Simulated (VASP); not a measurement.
# LiH (Fm-3m) in VASP: a series of runs, part 2 of 2

VASP 6.6.1.

### 4 Single point, PBE (7.73 Å³/atom)

This run uses another cell than the first one, of 7.73 Å³/atom.

INCAR reads:

```
ALGO = Normal
EDIFF = 1E-6
ENCUT = 520
GGA = PE
ISIF = 2
ISMEAR = 0
LASPH = T
LCHARG = F
LREAL = F
LWAVE = F
NBANDS = 9
NELM = 80
PREC = Accurate
SIGMA = 0.05
```

KPOINTS reads:

```
k-points
0
Gamma
  14 14 14
```

POSCAR reads:

```
LiH
1.0
    0.0000000000      1.9771553500      1.9771553500
    1.9771553500      0.0000000000      1.9771553500
    1.9771553500      1.9771553500      0.0000000000
Li H
1 1
Direct
    0.0000000000      0.0000000000      0.0000000000
    0.5000000000      0.5000000000      0.5000000000
```

Potentials or basis: VASP PAW PBE potentials, release 64 (Li_sv, H).

Command:

```bash
> cat potpaw_PBE.64/Li_sv/POTCAR potpaw_PBE.64/H/POTCAR > POTCAR
> mpirun -np 1 vasp_std > vasp.out
```

OUTCAR:

```text
EDIFF = 1E-6
   ENCUT = 520
   GGA = PE
   ISIF = 2
   ISMEAR = 0
   LASPH = T
   LREAL = F
   NELM = 80
   PREC = Accurate

 ion  position               nearest neighbor table
   1  0.000  0.000  0.000-
   2  0.500  0.500  0.500-

  LATTYP: Found a face centered cubic cell.
 ALAT       =     3.9543107000

  Lattice vectors:

 A1 = (   0.0000000000,   1.9771553500,   1.9771553500)
 A2 = (   1.9771553500,   0.0000000000,   1.9771553500)
 A3 = (   1.9771553500,   1.9771553500,   0.0000000000)

Analysis of symmetry for initial positions (statically):
=====================================================================
 Subroutine PRICEL returns:
 Original cell was already a primitive cell.

 Routine SETGRP: Setting up the symmetry group for a
 face centered cubic supercell.

 Subroutine GETGRP returns: Found 48 space group operations
 (whereof 48 operations were pure point group operations)
 out of a pool of 48 trial point group operations.

The static configuration has the point symmetry O_h .

Analysis of symmetry for dynamics (positions and initial velocities):
=====================================================================
 Subroutine PRICEL returns:
 Original cell was already a primitive cell.

 Routine SETGRP: Setting up the symmetry group for a
 face centered cubic supercell.

 Subroutine GETGRP returns: Found 48 space group operations
 (whereof 48 operations were pure point group operations)
 out of a pool of 48 trial point group operations.

The dynamic configuration has the point symmetry O_h .

 Subroutine INISYM returns: Found 48 space group operations
 (whereof 48 operations are pure point group operations),
 and found     1 'primitive' translations

----------------------------------------------------------------------------------------

                                     Primitive cell

  volume of cell :      15.4580
[... 112 lines left out ...]
  Thomas-Fermi vector in A             =   2.177923
   LORBIT       =      0    0 simple, 1 ext, 2 COOP (PROOUT), +10 PAW based schemes
   GGA     = PE    functional components
   LHFCALC =     F    Hartree Fock is set to
   AEXX    =    0.0000 exact exchange contribution
   IVDW    =     0    specifies the selected vdW correction
   LEPSILON=     F    determine dielectric tensor
   LRPA    =     F    only Hartree local field effects (RPA)
 non-spin polarized calculation
 Gauss-broadening in eV      SIGMA  =   0.05
  energy-cutoff  :      520.00
  volume of cell :       15.46
 maximum number of plane-waves:       444
 NGX is ok and might be reduce to    24
   NGX = 11   NGY = 11   NGZ = 11

 number of electron       3.9999999 magnetization

 Free energy of the ion-electron system (eV)
  ---------------------------------------------------
  ext. energy  EPLUGINS =         0.00000000
  ---------------------------------------------------
  free energy    TOTEN  =        -6.12414582 eV

  energy without entropy =       -6.12414582  energy(sigma->0) =       -6.12414582

 E-fermi :   0.7226     XC(G=0):  -8.6440

 val. band max:        0.2861884323   @ k =   0.5000   0.5000   0.0000
 cond. band min:       3.2341405947   @ k =   0.5000   0.5000   0.0000
 fundamental gap:      2.9479521624
 Fermi energy:         0.7225543310

 k-point     1 :       0.0000    0.0000    0.0000
  band No.  band energies     occupation
      1     -43.9693      2.00000
      2      -5.3033      2.00000
      3      16.9123      0.00000
      4      18.5994      0.00000
      5      18.5994      0.00000
      6      18.5994      0.00000
      7      23.3911      0.00000
      8      23.3911      0.00000
      9      23.3911      0.00000
[... 265 lines left out ...]
 k-point    24 :       0.2857    0.1429    0.0000
  band No.  band energies     occupation
      1     -43.9373      2.00000
      2      -3.9604      2.00000
      3      10.6237      0.00000
      4      13.7654      0.00000
      5      14.6385      0.00000
      6      18.4213      0.00000
      7      20.7925      0.00000
      8      24.6624      0.00000
      9      26.9865      0.00000

 [... further k-points ...]

------------------------ aborting loop because EDIFF is reached ----------------------------------------

  FORCE on cell =-STRESS in cart. coord.  units (eV):
  Direction    XX          YY          ZZ          XY          YZ          ZX
  --------------------------------------------------------------------------------------
  -------------------------------------------------------------------------------------
  Total        0.1223726      0.1223726      0.1223726     -0.0000000      0.0000000     -0.0000000
  in kB       12.6835996     12.6835996     12.6835996     -0.0000000      0.0000000     -0.0000000
  external PRESSURE =      12.6835996 kB  Pullay stress =       0.0000000 kB

 VOLUME and BASIS-vectors are now :
 -----------------------------------------------------------------------------
  energy-cutoff  :      520.00
  volume of cell :       15.46
      direct lattice vectors                 reciprocal lattice vectors
     0.000000000  1.977155350  1.977155350    -0.252888575  0.252888575  0.252888575
     1.977155350  0.000000000  1.977155350     0.252888575 -0.252888575  0.252888575
     1.977155350  1.977155350  0.000000000     0.252888575  0.252888575 -0.252888575

 POSITION                                       TOTAL-FORCE (eV/Angst)
 -----------------------------------------------------------------------------------
      0.00000      0.00000      0.00000         0.000000      0.000000      0.000000
      1.97716      1.97716      1.97716        -0.000000     -0.000000     -0.000000
 -----------------------------------------------------------------------------------
    total drift:                                0.000000     -0.000000     -0.000000

  FREE ENERGIE OF THE ION-ELECTRON SYSTEM (eV)
  ---------------------------------------------------
  free  energy   TOTEN  =        -6.1241458222 eV

  energy  without entropy=       -6.1241458222  energy(sigma->0) =       -6.12414582
```

Wall time 18 s (1 thread of Intel Xeon 8259CL, shared host); peak memory 0.14 GiB.

Results:

```yaml
Free_energy: -6.1241 eV
Band_gap_on_the_k_mesh: 2.95 eV
```

Caveat: the cutoff is under 1.25 times the usual one of these potentials, so pressure, stress and relaxed cells hold a basis-set (Pulay) error.

### 5 Single point, PBE

This run uses another cell than the first one, of 8.48 Å³/atom.

INCAR reads:

```
SYSTEM = LiH
PREC = Accurate
ENCUT = 520
EDIFF = 1E-7
ISMEAR = 0
SIGMA = 0.05
LREAL = .FALSE.
LASPH = .TRUE.
NELM = 60
ALGO = Normal
ISIF = 2
LWAVE = .FALSE.
LCHARG = .FALSE.
GGA = PE
NBANDS = 9
```

KPOINTS reads:

```
regular mesh
0
G
  14 14 14
  0 0 0
```

POSCAR reads:

```
LiH
1.0
    0.0000000000      2.0392525413      2.0392525413
    2.0392525413      0.0000000000      2.0392525413
    2.0392525413      2.0392525413      0.0000000000
Li H
1 1
Direct
    0.0000000000      0.0000000000      0.0000000000
    0.5000000000      0.5000000000      0.5000000000
```

Command:

```bash
> cat potpaw_PBE.64/Li_sv/POTCAR potpaw_PBE.64/H/POTCAR > POTCAR
> mpirun -np 1 vasp_std > vasp.out
```

It took 19 s on 1 thread of Intel Xeon 8259CL, shared host; peak memory 0.14 GiB.

Results (log left out):

```yaml
Free_energy: -6.1221 eV
Band_gap_on_the_k_mesh: 3.01 eV
```

Levels at points of the mesh, in eV from the valence-band top:
| k point | band 1 | band 2 | band 3 | band 4 | band 5 | band 6 |
| --- | --- | --- | --- | --- | --- | --- |
| (0.00, 0.00, 0.00) | -44.34 | -5.24 | 15.43 | 17.37 | 17.37 | 17.37 |
| (0.50, 0.00, 0.00) | -44.31 | -2.48 | 4.80 | 13.22 | 16.03 | 16.03 |
| (0.50, 0.50, 0.00) | -44.29 | 0.00 | 3.01 | 10.56 | 10.56 | 13.66 |

Caveat: the cutoff is under 1.25 times the usual one of these potentials, so pressure, stress and relaxed cells hold a basis-set (Pulay) error. A k mesh can miss the band edges.

### 6 Single point, PBE (8.38 Å³/atom)

This run uses another cell than the first one, of 8.38 Å³/atom.

INCAR reads:

```
SYSTEM = LiH
  PREC = Accurate
  ENCUT = 520
  EDIFF = 1E-6
  ISMEAR = 0
  SIGMA = 0.05
  LREAL = .FALSE.
  LASPH = .TRUE.
  NELM = 60
  ALGO = Normal
  ISIF = 2
  LWAVE = .FALSE.
  LCHARG = .TRUE.
  GGA = PE
  LELF = .TRUE.
  LVHAR = .TRUE.
  NBANDS = 9
```

KPOINTS is that of step 5.

POSCAR reads:

```
LiH
1.0
    0.0000000000      2.0312187514      2.0312187514
    2.0312187514      0.0000000000      2.0312187514
    2.0312187514      2.0312187514      0.0000000000
Li H
1 1
Direct
    0.0000000000      0.0000000000      0.0000000000
    0.5000000000      0.5000000000      0.5000000000
```

Potentials or basis: VASP PAW PBE potentials, release 64 (Li_sv, H).

Command:

```bash
> cat potpaw_PBE.64/Li_sv/POTCAR potpaw_PBE.64/H/POTCAR > POTCAR
> mpirun -np 1 vasp_std > vasp.out
```

OUTCAR:

```text
SYSTEM = LiH
   PREC = Accurate
   ENCUT = 520
   EDIFF = 1E-6
   ISMEAR = 0
   LREAL = .FALSE.
   LASPH = .TRUE.
   NELM = 60
   ISIF = 2
   GGA = PE

 ion  position               nearest neighbor table
   1  0.000  0.000  0.000-
   2  0.500  0.500  0.500-

  LATTYP: Found a face centered cubic cell.
 ALAT       =     4.0624375028

  Lattice vectors:

 A1 = (   0.0000000000,   2.0312187514,   2.0312187514)
 A2 = (   2.0312187514,   0.0000000000,   2.0312187514)
 A3 = (   2.0312187514,   2.0312187514,   0.0000000000)

Analysis of symmetry for initial positions (statically):
=====================================================================
 Subroutine PRICEL returns:
 Original cell was already a primitive cell.

 Routine SETGRP: Setting up the symmetry group for a
 face centered cubic supercell.

 Subroutine GETGRP returns: Found 48 space group operations
 (whereof 48 operations were pure point group operations)
 out of a pool of 48 trial point group operations.

The static configuration has the point symmetry O_h .

Analysis of symmetry for dynamics (positions and initial velocities):
=====================================================================
 Subroutine PRICEL returns:
 Original cell was already a primitive cell.

 Routine SETGRP: Setting up the symmetry group for a
 face centered cubic supercell.

 Subroutine GETGRP returns: Found 48 space group operations
 (whereof 48 operations were pure point group operations)
 out of a pool of 48 trial point group operations.

The dynamic configuration has the point symmetry O_h .

 Subroutine INISYM returns: Found 48 space group operations
 (whereof 48 operations are pure point group operations),
 and found     1 'primitive' translations

----------------------------------------------------------------------------------------

                                     Primitive cell

  volume of cell :      16.7610

  direct lattice vectors                    reciprocal lattice vectors
     0.000000000  2.031218751  2.031218751    -0.246157633  0.246157633  0.246157633
     2.031218751  0.000000000  2.031218751     0.246157633 -0.246157633  0.246157633
     2.031218751  2.031218751  0.000000000     0.246157633  0.246157633 -0.246157633

  length of vectors
     2.872577106  2.872577106  2.872577106     0.426357527  0.426357527  0.426357527

  position of ions in fractional coordinates (direct lattice)
     0.000000000  0.000000000  0.000000000
     0.500000000  0.500000000  0.500000000

  ion indices of the primitive-cell ions
   primitive index   ion index
                 1           1
                 2           2

----------------------------------------------------------------------------------------

 KPOINTS: regular mesh

Automatic generation of k-mesh.
 Grid dimensions read from file:
 generate k-points for:   14   14   14

 Generating k-lattice:

  Cartesian coordinates                     Fractional coordinates (reciprocal lattice)
    -0.017582688  0.017582688  0.017582688     0.071428571  0.000000000  0.000000000
     0.017582688 -0.017582688  0.017582688     0.000000000  0.071428571  0.000000000
     0.017582688  0.017582688 -0.017582688     0.000000000  0.000000000  0.071428571

  Length of vectors
     0.030454109  0.030454109  0.030454109

  Shift w.r.t. Gamma in fractional coordinates (k-lattice)
     0.000000000  0.000000000  0.000000000

 Subroutine IBZKPT returns following result:
 ===========================================

 Found    104 irreducible k-points:

 Following reciprocal coordinates:
            Coordinates               Weight
  0.000000  0.000000  0.000000      1.000000
  0.071429  0.000000  0.000000      8.000000
  0.142857  0.000000  0.000000      8.000000
  0.214286  0.000000  0.000000      8.000000
  0.285714  0.000000  0.000000      8.000000
  0.357143  0.000000  0.000000      8.000000
[... 16 lines left out ...]
  0.214286  0.142857  0.000000     24.000000
  0.285714  0.142857  0.000000     24.000000
 [... further k-points ...]
   k-points           NKPTS =    104   k-points in BZ     NKDIM =    104   number of bands    NBANDS=      9
   number of dos      NEDOS =    301   number of ions     NIONS =      2
   total plane-waves  NPLWV =  13824
   dimension x,y,z NGX =    24 NGY =   24 NGZ =   24
   dimension x,y,z NGXF=    48 NGYF=   48 NGZF=   48
   ions per type =               1   1
   NGX,Y,Z   is equivalent  to a cutoff of  13.89, 13.89, 13.89 a.u.
   NGXF,Y,Z  is equivalent  to a cutoff of  27.78, 27.78, 27.78 a.u.
 SYSTEM =  LiH
   PREC   = accura    normal or accurate (medium, high low for compatibility)
   ISTART =      0    job   : 0-new  1-cont  2-samecut
   ICHARG =      2    charge: 1-file 2-atom 10-const
   ISPIN  =      1    spin polarized calculation?
   LNONCOLLINEAR =      F non collinear calculations
   LSORBIT =      F    spin-orbit coupling
   LASPH  =      T    aspherical Exc in radial PAW
   ENCUT  =  520.0 eV  38.22 Ry    6.18 a.u.   5.34  5.34  5.34*2*pi/ulx,y,z
   NELM   =     60;   NELMIN=  2; NELMDL= -5     # of ELM steps
   EDIFF  = 0.1E-05   stopping-criterion for ELM
   LREAL  =      F    real-space projection
   EDIFFG = 0.1E-04   stopping-criterion for IOM
   NSW    =      0    number of steps for IOM
   IBRION =     -1    ionic relax: 0-MD 1-quasi-New 2-CG
   NFREE  =      0    steps in history (QN), initial steepest desc. (CG)
   ISIF   =      2    stress and relaxation
   ISYM   =      2    0-nonsym 1-usesym 2-fastsym
   POTIM  = 0.5000    time-step for ionic-motion
   TEBEG  =    0.0;   TEEND  =   0.0 temperature during run
   PSTRESS=    0.0 pullay stress
   NELECT =       4.0000    total number of electrons
   NUPDOWN=      -1.0000    fix difference up-down
   EMIN   =  10.00;   EMAX   =-10.00  energy-range for DOS
   EFERMI =   0.00;   METHOD = LEGACY
   ISMEAR =     0;   SIGMA  =   0.05  broadening in eV -4-tet -1-fermi 0-gaus
   EFERMI_NEDOS =   21; number of points for ismear=-14 and -15
   IALGO  =     38    algorithm
   IMIX   =      4    mixing-type and parameters
     AMIX     =   0.40;   BMIX     =  1.00
     AMIX_MAG =   1.60;   BMIX_MAG =  1.00
  volume/ion in A,a.u.               =       8.38        56.55
  Fermi-wavevector in a.u.,A,eV,Ry     =   1.015457  1.918935 14.029683  1.031153
  Thomas-Fermi vector in A             =   2.148744
   LORBIT       =      0    0 simple, 1 ext, 2 COOP (PROOUT), +10 PAW based schemes
   GGA     = PE    functional components
   LHFCALC =     F    Hartree Fock is set to
   AEXX    =    0.0000 exact exchange contribution
   IVDW    =     0    specifies the selected vdW correction
   LEPSILON=     F    determine dielectric tensor
   LRPA    =     F    only Hartree local field effects (RPA)
 non-spin polarized calculation
 Gauss-broadening in eV      SIGMA  =   0.05
  energy-cutoff  :      520.00
  volume of cell :       16.76
 maximum number of plane-waves:       465
 NGX is ok and might be reduce to    24
   NGX = 11   NGY = 11   NGZ = 11

 number of electron       3.9999998 magnetization

 Free energy of the ion-electron system (eV)
  ---------------------------------------------------
  ext. energy  EPLUGINS =         0.00000000
  ---------------------------------------------------
  free energy    TOTEN  =        -6.12406855 eV

  energy without entropy =       -6.12406855  energy(sigma->0) =       -6.12406855

 E-fermi :   0.1881     XC(G=0):  -8.3835

 val. band max:       -0.0920370832   @ k =   0.5000   0.5000   0.0000
 cond. band min:       2.9149357568   @ k =   0.5000   0.5000   0.0000
 fundamental gap:      3.0069728400
 Fermi energy:         0.1880913207

 k-point     1 :       0.0000    0.0000    0.0000
  band No.  band energies     occupation
      1     -44.4234      2.00000
      2      -5.3734      2.00000
      3      15.4833      0.00000
      4      17.3941      0.00000
      5      17.3941      0.00000
      6      17.3941      0.00000
      7      22.0365      0.00000
      8      22.0365      0.00000
      9      22.0366      0.00000
[... 265 lines left out ...]
 k-point    24 :       0.2857    0.1429    0.0000
  band No.  band energies     occupation
      1     -44.3998      2.00000
      2      -4.0723      2.00000
      3       9.7785      0.00000
      4      12.7847      0.00000
      5      13.6798      0.00000
      6      17.1701      0.00000
      7      19.5359      0.00000
      8      23.1403      0.00000
      9      25.3854      0.00000

 [... further k-points ...]

------------------------ aborting loop because EDIFF is reached ----------------------------------------

  FORCE on cell =-STRESS in cart. coord.  units (eV):
  Direction    XX          YY          ZZ          XY          YZ          ZX
  --------------------------------------------------------------------------------------
  -------------------------------------------------------------------------------------
  Total       -0.1696065     -0.1696065     -0.1696065      0.0000000      0.0000000      0.0000000
  in kB      -16.2126083    -16.2126083    -16.2126083      0.0000000      0.0000000      0.0000000
  external PRESSURE =     -16.2126083 kB  Pullay stress =       0.0000000 kB

 VOLUME and BASIS-vectors are now :
 -----------------------------------------------------------------------------
  energy-cutoff  :      520.00
  volume of cell :       16.76
      direct lattice vectors                 reciprocal lattice vectors
     0.000000000  2.031218751  2.031218751    -0.246157633  0.246157633  0.246157633
     2.031218751  0.000000000  2.031218751     0.246157633 -0.246157633  0.246157633
     2.031218751  2.031218751  0.000000000     0.246157633  0.246157633 -0.246157633

 POSITION                                       TOTAL-FORCE (eV/Angst)
 -----------------------------------------------------------------------------------
      0.00000      0.00000      0.00000         0.000000      0.000000     -0.000000
      2.03122      2.03122      2.03122        -0.000000     -0.000000      0.000000
 -----------------------------------------------------------------------------------
    total drift:                                0.000000     -0.000000     -0.000000

  FREE ENERGIE OF THE ION-ELECTRON SYSTEM (eV)
  ---------------------------------------------------
  free  energy   TOTEN  =        -6.1240685458 eV

  energy  without entropy=       -6.1240685458  energy(sigma->0) =       -6.12406855
```

Wall time 15 s (1 thread of Intel Xeon 8259CL, shared host); peak memory 0.14 GiB.

What came out:

* Free energy: -6.1241 eV
* Band gap on the k mesh: 3.01 eV

Caveat: the cutoff is under 1.25 times the usual one of these potentials, so pressure, stress and relaxed cells hold a basis-set (Pulay) error.

### 7 Overview

```tsv
cell	gap on the mesh (eV)
a = 2.834 Å, angles 60.0°, 2 atoms	2.98
a = 2.815 Å, angles 60.0°, 2 atoms	2.96
a = 2.796 Å, angles 60.0°, 2 atoms	2.95
a = 2.884 Å, angles 60.0°, 2 atoms	3.01
a = 2.873 Å, angles 60.0°, 2 atoms	3.01
```

Alike in all rows: task single point; level PBE; potentials or basis VASP PAW PBE potentials, release 64 (Li_sv, H); no spin polarisation; k mesh 14 × 14 × 14; cutoff (eV) 520; smearing gaussian 0.05 eV.

Caveats: the cutoff is under 1.25 times the usual one of these potentials, so pressure, stress and relaxed cells hold a basis-set (Pulay) error.

Total energies depend on the potentials used, so only differences within one code and one set of settings carry meaning.
